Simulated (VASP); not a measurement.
A run of VASP 6.6.1 is set up as follows.

The input INCAR:

```
SYSTEM = SnO2
ALGO     = Normal         ! electronic algorithm
EDIFF    = 1E-6           ! SCF threshold, eV
ENCUT    = 520            ! plane-wave cutoff, eV
GGA      = PE             ! functional
ISIF     = 2              ! what is computed and relaxed
ISMEAR   = 0              ! smearing method
ISYM     = 0            
LASPH    = .TRUE.         ! aspherical terms in the spheres
LCHARG   = .TRUE.         ! write CHGCAR
LELF     = .TRUE.         ! ELF
LREAL    = Auto         
LVHAR    = .TRUE.       
LWAVE    = .FALSE.        ! write WAVECAR
NBANDS   = 93             ! bands
NELM     = 100            ! most SCF steps
PREC     = Accurate       ! precision mode
SIGMA    = 0.1            ! smearing width, eV
```

Contents of KPOINTS:

```
Automatic mesh
0
Gamma
  2 2 2
  0.5 0.5 0.5
```

File POSCAR:

```
SnO2
1.0
   -4.0001372224     -4.0001372224      0.0000000000
   -2.0000686112     -2.0000686112      5.1236788559
   -8.0002744448      4.0001372224      0.0000000000
Sn O
6 12
Direct
    0.0833333333      0.5000000000      0.8333333333
    0.7500000000      0.5000000000      0.5000000000
    0.4166666667      0.5000000000      0.1666666667
    0.6666666667      0.0000000000      0.6666666667
    0.3333333333      0.0000000000      0.3333333333
    0.0000000000      0.0000000000      0.0000000000
    0.8701440767      0.5930451800      0.6666666667
    0.5368107433      0.5930451800      0.3333333333
    0.2034774100      0.5930451800      1.0000000000
    0.8798559233      0.9069548200      0.8333333333
    0.5465225900      0.9069548200      0.5000000000
    0.2131892567      0.9069548200      0.1666666667
    0.4631892567      0.4069548200      0.6666666667
    0.1298559233      0.4069548200      0.3333333333
    0.7965225900      0.4069548200      1.0000000000
    0.2868107433      0.0930451800      0.8333333333
    0.9534774100      0.0930451800      0.5000000000
    0.6201440767      0.0930451800      0.1666666667
```

Potentials or basis: VASP PAW PBE potentials, release 64 (Sn_d, O).

Run with:

```bash
$ cat potpaw_PBE.64/Sn_d/POTCAR potpaw_PBE.64/O/POTCAR > POTCAR
$ mpirun -np 1 vasp_std > vasp.out
```

Q: Predict the largest force.

A: 0.075 eV/Å.

Q: Estimate the pressure.

A: 6.5 GPa.

Q: Predict the band gap on the k mesh.

A: 2.92 eV.

Forces in eV/Å, atoms in the order of the input:
```
Sn   0.003  0.000 -0.001
Sn  -0.005 -0.004  0.003
Sn   0.007  0.006  0.003
Sn   0.011  0.001  0.000
Sn  -0.006  0.001 -0.001
Sn  -0.004  0.000  0.002
O    0.001 -0.001 -0.074
O   -0.004  0.000 -0.071
O    0.000  0.000 -0.075
O    0.002  0.002  0.071
O    0.000  0.000  0.073
O   -0.003 -0.002  0.073
O    0.003 -0.001  0.070
O   -0.002  0.000  0.073
O    0.000 -0.001  0.075
O    0.002  0.002 -0.073
O   -0.001 -0.001 -0.074
O   -0.002 -0.003 -0.072
```

Caveat: the k points lie up to 0.66 Å⁻¹ apart; spin-orbit coupling is left out, which moves the levels of the heavy elements. A k mesh can miss the band edges.
